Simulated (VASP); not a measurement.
Input of a VASP 6.6.1 run:

INCAR

```
PREC = Accurate
ENCUT = 520
EDIFF = 1E-6
ISMEAR = 0
SIGMA = 0.1
LREAL = False
LASPH = True
NELM = 100
ALGO = Normal
ISIF = 2
LWAVE = False
LCHARG = False
GGA = PE
NBANDS = 18
```

KPOINTS

```
regular mesh
0
Gamma
  14 14 14
```

Contents of POSCAR:

```
ZnAu
1.0
    3.0880753350      0.0000000000      0.0000000000
    0.0000000000      3.0880753350      0.0000000000
    0.0000000000      0.0000000000      3.0880753350
Zn Au
1 1
Direct
    0.5000000000      0.5000000000      0.5000000000
    0.0000000000      0.0000000000      0.0000000000
```

Potentials or basis: VASP PAW PBE potentials, release 64 (Zn, Au).

Command:

```sh
$ cat potpaw_PBE.64/Zn/POTCAR potpaw_PBE.64/Au/POTCAR > POTCAR
$ mpirun -np 1 vasp_std > vasp.out
```

(1) What does it give for the pressure?

Answers

(1) 14.3 GPa.
